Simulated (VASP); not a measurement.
# Cd (P6_3/mmc) in VASP: single point with revPBE

Aim: the single point of Cd with revPBE.

Everything below comes from runs of VASP 6.6.1. Logs are shortened: lines on timing, memory, paths and dates and some standing lists are left out, and cuts for length are marked.

## (1) The cell of the first run

It takes space group P6_3/mmc (No. 194, hexagonal). The conventional cell has a = 3.041 Å, b = 3.041 Å, c = 6.022 Å, α = 90.00°, β = 90.00°, γ = 120.00°. Cd (site symmetry -6m2) has 12 Cd at 3.04 to 3.49 Å within 4.0 Å.

## (2) Single point, revPBE

Input file INCAR:

```
ALGO = Normal
EDIFF = 1E-6
ENCUT = 500
GGA = RE
GGA_COMPAT = F
ISIF = 2
ISMEAR = -1
LASPH = T
LCHARG = F
LREAL = F
LWAVE = F
NBANDS = 19
NELM = 120
PREC = Accurate
SIGMA = 0.1
```

Input file KPOINTS:

```
k-points
0
Gamma
  6 6 3
```

Input file POSCAR:

```
Cd
1.0
    3.0413056926      0.0000000000      0.0000000000
   -1.5206528463      2.6338479905      0.0000000000
    0.0000000000      0.0000000000      6.0217622717
Cd
2
Direct
    0.3333333333      0.6666666667      0.2500000000
    0.6666666667      0.3333333333      0.7500000000
```

Potentials or basis: VASP PAW PBE potentials, release 64 (Cd).

Launch:

```bash
cat potpaw_PBE.64/Cd/POTCAR > POTCAR
mpirun -np 1 vasp_std > vasp.out
```

OUTCAR:

```text
EDIFF = 1E-6
   ENCUT = 500
   GGA = RE
   ISIF = 2
   ISMEAR = -1
   LASPH = T
   LREAL = F
   NELM = 120
   PREC = Accurate

 ion  position               nearest neighbor table
   1  0.333  0.667  0.250-   2 3.49   2 3.49   2 3.49   2 3.49   2 3.49   2 3.49
   2  0.667  0.333  0.750-   1 3.49   1 3.49   1 3.49   1 3.49   1 3.49   1 3.49

  LATTYP: Found a hexagonal cell.
 ALAT       =     3.0413056926
 C/A-ratio  =     1.9799924376

  Lattice vectors:

 A1 = (   3.0413056926,   0.0000000000,   0.0000000000)
 A2 = (  -1.5206528463,   2.6338479905,   0.0000000000)
 A3 = (   0.0000000000,   0.0000000000,   6.0217622717)

Analysis of symmetry for initial positions (statically):
=====================================================================
 Subroutine PRICEL returns:
 Original cell was already a primitive cell.

 Routine SETGRP: Setting up the symmetry group for a
 hexagonal supercell.

 Subroutine GETGRP returns: Found 24 space group operations
 (whereof 12 operations were pure point group operations)
 out of a pool of 24 trial point group operations.

The static configuration has the point symmetry D_3d.
 The point group associated with its full space group is D_6h.

Analysis of symmetry for dynamics (positions and initial velocities):
=====================================================================
 Subroutine PRICEL returns:
 Original cell was already a primitive cell.

 Routine SETGRP: Setting up the symmetry group for a
 hexagonal supercell.

 Subroutine GETGRP returns: Found 24 space group operations
 (whereof 12 operations were pure point group operations)
 out of a pool of 24 trial point group operations.

The dynamic configuration has the point symmetry D_3d.
 The point group associated with its full space group is D_6h.

 Subroutine INISYM returns: Found 24 space group operations
 (whereof 12 operations are pure point group operations),
 and found     1 'primitive' translations

----------------------------------------------------------------------------------------

                                     Primitive cell

  volume of cell :      48.2363

  direct lattice vectors                    reciprocal lattice vectors
     3.041305693  0.000000000  0.000000000     0.328806145  0.189836316  0.000000000
    -1.520652846  2.633847991  0.000000000     0.000000000  0.379672632  0.000000000
     0.000000000  0.000000000  6.021762272     0.000000000  0.000000000  0.166064344

  length of vectors
     3.041305693  3.041305693  6.021762272     0.379672632  0.379672632  0.166064344

  position of ions in fractional coordinates (direct lattice)
     0.333333333  0.666666667  0.250000000
     0.666666667  0.333333333  0.750000000

  ion indices of the primitive-cell ions
   primitive index   ion index
                 1           1
                 2           2

----------------------------------------------------------------------------------------

 KPOINTS: k-points

Automatic generation of k-mesh.
 Grid dimensions read from file:
 generate k-points for:    6    6    3

 Generating k-lattice:

  Cartesian coordinates                     Fractional coordinates (reciprocal lattice)
     0.054801024  0.031639386  0.000000000     0.166666667  0.000000000  0.000000000
     0.000000000  0.063278772  0.000000000     0.000000000  0.166666667  0.000000000
     0.000000000  0.000000000  0.055354781     0.000000000  0.000000000  0.333333333

  Length of vectors
     0.063278772  0.063278772  0.055354781

  Shift w.r.t. Gamma in fractional coordinates (k-lattice)
     0.000000000  0.000000000  0.000000000

 Subroutine IBZKPT returns following result:
 ===========================================

 Found     14 irreducible k-points:

 Following reciprocal coordinates:
            Coordinates               Weight
  0.000000  0.000000  0.000000      1.000000
  0.166667 -0.000000  0.000000      6.000000
  0.333333 -0.000000  0.000000      6.000000
  0.500000 -0.000000  0.000000      3.000000
  0.166667  0.166667  0.000000      6.000000
  0.333333  0.166667  0.000000     12.000000
  0.333333  0.333333  0.000000      2.000000
  0.000000  0.000000  0.333333      2.000000
  0.166667 -0.000000  0.333333     12.000000
  0.333333 -0.000000  0.333333     12.000000
  0.500000 -0.000000  0.333333      6.000000
  0.166667  0.166667  0.333333     12.000000
  0.333333  0.166667  0.333333     24.000000
  0.333333  0.333333  0.333333      4.000000
   k-points           NKPTS =     14   k-points in BZ     NKDIM =     14   number of bands    NBANDS=     19
   number of dos      NEDOS =    301   number of ions     NIONS =      2
   total plane-waves  NPLWV =  27648
   dimension x,y,z NGX =    24 NGY =   24 NGZ =   48
   dimension x,y,z NGXF=    48 NGYF=   48 NGZF=   96
   ions per type =               2
   NGX,Y,Z   is equivalent  to a cutoff of  13.12, 13.12, 13.25 a.u.
   NGXF,Y,Z  is equivalent  to a cutoff of  26.24, 26.24, 26.50 a.u.
 SYSTEM =  unknown system
   PREC   = accura    normal or accurate (medium, high low for compatibility)
   ISTART =      0    job   : 0-new  1-cont  2-samecut
   ICHARG =      2    charge: 1-file 2-atom 10-const
   ISPIN  =      1    spin polarized calculation?
   LNONCOLLINEAR =      F non collinear calculations
   LSORBIT =      F    spin-orbit coupling
   LASPH  =      T    aspherical Exc in radial PAW
   ENCUT  =  500.0 eV  36.75 Ry    6.06 a.u.   5.55  5.55 10.98*2*pi/ulx,y,z
   NELM   =    120;   NELMIN=  2; NELMDL= -5     # of ELM steps
   EDIFF  = 0.1E-05   stopping-criterion for ELM
   LREAL  =      F    real-space projection
   EDIFFG = 0.1E-04   stopping-criterion for IOM
   NSW    =      0    number of steps for IOM
   IBRION =     -1    ionic relax: 0-MD 1-quasi-New 2-CG
   NFREE  =      0    steps in history (QN), initial steepest desc. (CG)
   ISIF   =      2    stress and relaxation
   ISYM   =      2    0-nonsym 1-usesym 2-fastsym
   POTIM  = 0.5000    time-step for ionic-motion
   TEBEG  =    0.0;   TEEND  =   0.0 temperature during run
   PSTRESS=    0.0 pullay stress
   NELECT =      24.0000    total number of electrons
   NUPDOWN=      -1.0000    fix difference up-down
   EMIN   =  10.00;   EMAX   =-10.00  energy-range for DOS
   EFERMI =   0.00;   METHOD = LEGACY
   ISMEAR =    -1;   SIGMA  =   0.10  broadening in eV -4-tet -1-fermi 0-gaus
   EFERMI_NEDOS =   21; number of points for ismear=-14 and -15
   IALGO  =     38    algorithm
   IMIX   =      4    mixing-type and parameters
     AMIX     =   0.40;   BMIX     =  1.00
     AMIX_MAG =   1.60;   BMIX_MAG =  1.00
  volume/ion in A,a.u.               =      24.12       162.76
  Fermi-wavevector in a.u.,A,eV,Ry     =   1.297240  2.451429 22.896327  1.682833
  Thomas-Fermi vector in A             =   2.428645
   LORBIT       =      0    0 simple, 1 ext, 2 COOP (PROOUT), +10 PAW based schemes
   GGA     = RE    functional components
   LHFCALC =     F    Hartree Fock is set to
   AEXX    =    0.0000 exact exchange contribution
   IVDW    =     0    specifies the selected vdW correction
   LEPSILON=     F    determine dielectric tensor
   LRPA    =     F    only Hartree local field effects (RPA)
 non-spin polarized calculation
  energy-cutoff  :      500.00
  volume of cell :       48.24
 maximum number of plane-waves:      1257
 NGX is ok and might be reduce to    24
   NGX = 11   NGY = 11   NGZ = 21

 number of electron      23.9999999 magnetization

 Free energy of the ion-electron system (eV)
  ---------------------------------------------------
  ext. energy  EPLUGINS =         0.00000000
  ---------------------------------------------------
  free energy    TOTEN  =        -0.86142696 eV

  energy without entropy =       -0.82354062  energy(sigma->0) =       -0.84248379

 E-fermi :   2.6983     XC(G=0): -10.3488

 val. band max:        2.5800419449   @ k =   0.3333   0.3333   0.0000
 cond. band min:       2.7261340978   @ k =   0.5000  -0.0000   0.3333
 fundamental gap:      0.1460921529
 Fermi energy:         2.6982711574

 k-point     1 :       0.0000    0.0000    0.0000
  band No.  band energies     occupation
      1      -7.2313      2.00000
      2      -7.0823      2.00000
      3      -6.7464      2.00000
      4      -6.7464      2.00000
      5      -6.7164      2.00000
      6      -6.7164      2.00000
[... 11 lines left out ...]
     18      16.8596      0.00000
     19      17.7207      0.00000

 k-point     2 :       0.1667   -0.0000    0.0000
  band No.  band energies     occupation
      1      -7.0783      2.00000
      2      -6.9443      2.00000
      3      -6.8052      2.00000
      4      -6.7106      2.00000
      5      -6.5346      2.00000
      6      -6.5099      2.00000
[... 11 lines left out ...]
     18      15.6440      0.00000
     19      15.9540      0.00000

 k-point     3 :       0.3333   -0.0000    0.0000
  band No.  band energies     occupation
      1      -7.2608      2.00000
      2      -7.1294      2.00000
      3      -6.8522      2.00000
      4      -6.5891      2.00000
      5      -6.5304      2.00000
      6      -6.4155      2.00000
[... 11 lines left out ...]
     18      14.7182      0.00000
     19      14.9153      0.00000

 k-point     4 :       0.5000   -0.0000    0.0000
  band No.  band energies     occupation
      1      -7.3868      2.00000
      2      -7.2565      2.00000
      3      -7.0288      2.00000
      4      -6.7109      2.00000
      5      -6.4644      2.00000
      6      -6.3855      2.00000
[... 11 lines left out ...]
     18      14.3161      0.00000
     19      14.6523      0.00000

 k-point     5 :       0.1667    0.1667    0.0000
  band No.  band energies     occupation
      1      -6.9478      2.00000
      2      -6.9186      2.00000
      3      -6.7547      2.00000
      4      -6.7001      2.00000
      5      -6.6835      2.00000
      6      -6.5761      2.00000
[... 11 lines left out ...]
     18      12.6854      0.00000
     19      13.8367      0.00000

 k-point     6 :       0.3333    0.1667    0.0000
  band No.  band energies     occupation
      1      -7.1157      2.00000
      2      -6.9812      2.00000
      3      -6.9374      2.00000
      4      -6.6746      2.00000
      5      -6.5167      2.00000
      6      -6.4685      2.00000
[... 11 lines left out ...]
     18      11.0620      0.00000
     19      12.4824      0.00000

 k-point     7 :       0.3333    0.3333    0.0000
  band No.  band energies     occupation
      1      -6.8909      2.00000
      2      -6.6530      2.00000
      3      -6.6530      2.00000
      4      -6.6428      2.00000
      5      -6.6428      2.00000
      6      -6.6044      2.00000
[... 11 lines left out ...]
     18       7.5336      0.00000
     19       9.6706      0.00000

 k-point     8 :       0.0000    0.0000    0.3333
  band No.  band energies     occupation
      1      -7.1931      2.00000
      2      -7.1179      2.00000
      3      -6.7439      2.00000
      4      -6.7439      2.00000
      5      -6.7285      2.00000
      6      -6.7285      2.00000
[... 11 lines left out ...]
     18      17.2773      0.00000
     19      18.0636      0.00000

 k-point     9 :       0.1667   -0.0000    0.3333
  band No.  band energies     occupation
      1      -7.0445      2.00000
      2      -6.9768      2.00000
      3      -6.7895      2.00000
      4      -6.7491      2.00000
      5      -6.5365      2.00000
      6      -6.5229      2.00000
[... 11 lines left out ...]
     18      16.0225      0.00000
     19      16.2573      0.00000

 k-point    10 :       0.3333   -0.0000    0.3333
  band No.  band energies     occupation
      1      -7.2253      2.00000
      2      -7.1598      2.00000
      3      -6.8881      2.00000
      4      -6.7728      2.00000
      5      -6.3641      2.00000
      6      -6.3521      2.00000
[... 11 lines left out ...]
     18      13.8925      0.00000
     19      14.0248      0.00000

 k-point    11 :       0.5000   -0.0000    0.3333
  band No.  band energies     occupation
      1      -7.3498      2.00000
      2      -7.2881      2.00000
      3      -7.0298      2.00000
      4      -6.8868      2.00000
      5      -6.3901      2.00000
      6      -6.2362      2.00000
[... 11 lines left out ...]
     18      12.9682      0.00000
     19      13.8229      0.00000

 k-point    12 :       0.1667    0.1667    0.3333
  band No.  band energies     occupation
      1      -6.9262      2.00000
      2      -6.9210      2.00000
      3      -6.8009      2.00000
      4      -6.7903      2.00000
      5      -6.6291      2.00000
      6      -6.5688      2.00000
[... 11 lines left out ...]
     18      10.9206      0.00000
     19      16.4020      0.00000

 k-point    13 :       0.3333    0.1667    0.3333
  band No.  band energies     occupation
      1      -7.0790      2.00000
      2      -7.0196      2.00000
      3      -6.9215      2.00000
      4      -6.8230      2.00000
      5      -6.5183      2.00000
      6      -6.3486      2.00000
[... 11 lines left out ...]
     18      10.5120      0.00000
     19      13.1868      0.00000

 k-point    14 :       0.3333    0.3333    0.3333
  band No.  band energies     occupation
      1      -6.7902      2.00000
      2      -6.7812      2.00000
      3      -6.7812      2.00000
      4      -6.6269      2.00000
      5      -6.5620      2.00000
      6      -6.5620      2.00000
[... 11 lines left out ...]
     18      10.2048      0.00000
     19      11.6403      0.00000

------------------------ aborting loop because EDIFF is reached ----------------------------------------

  FORCE on cell =-STRESS in cart. coord.  units (eV):
  Direction    XX          YY          ZZ          XY          YZ          ZX
  --------------------------------------------------------------------------------------
  -------------------------------------------------------------------------------------
  Total        0.3297019      0.3297019     -0.1212473      0.0000000     -0.0000000      0.0000000
  in kB       10.9510965     10.9510965     -4.0272471      0.0000000     -0.0000000      0.0000000
  external PRESSURE =       5.9583153 kB  Pullay stress =       0.0000000 kB

 VOLUME and BASIS-vectors are now :
 -----------------------------------------------------------------------------
  energy-cutoff  :      500.00
  volume of cell :       48.24
      direct lattice vectors                 reciprocal lattice vectors
     3.041305693  0.000000000  0.000000000     0.328806145  0.189836316  0.000000000
    -1.520652846  2.633847991  0.000000000     0.000000000  0.379672632  0.000000000
     0.000000000  0.000000000  6.021762272     0.000000000  0.000000000  0.166064344

 POSITION                                       TOTAL-FORCE (eV/Angst)
 -----------------------------------------------------------------------------------
     -0.00000      1.75590      1.50544        -0.000000      0.000000      0.000000
      1.52065      0.87795      4.51632         0.000000     -0.000000      0.000000
 -----------------------------------------------------------------------------------
    total drift:                               -0.000000      0.000000      0.000000

  FREE ENERGIE OF THE ION-ELECTRON SYSTEM (eV)
  ---------------------------------------------------
  free  energy   TOTEN  =        -0.8614269585 eV

  energy  without entropy=       -0.8235406219  energy(sigma->0) =       -0.84248379
```

Wall time 16 s (1 thread of AMD EPYC 7R43 (Zen 3), shared host); peak memory 0.12 GiB.

Results:

```
Free energy            : -0.8614 eV
Pressure               : 0.6 GPa
Band gap on the k mesh : zero (bands 12 and 13 overlap by 3.40 eV)
```

Levels at points of the mesh, in eV from the Fermi level:
```
           k point  band 9  band 10  band 11  band 12  band 13  band 14  band 15  band 16
(0.00, 0.00, 0.00)   -8.80    -8.80    -8.46    -3.90    -3.04     8.41    12.34    13.99
(0.50, 0.00, 0.00)   -8.54    -8.53    -2.27    -1.94     1.21     2.10     2.64     4.54
```

Caveat: the k points lie up to 0.40 Å⁻¹ apart, too coarse for converged energies and pressures of a metal; the PAW data sets were made with another functional, which shifts forces and pressure a little.

The gap in the log of VASP goes by the Fermi energy; the results here count the filled bands.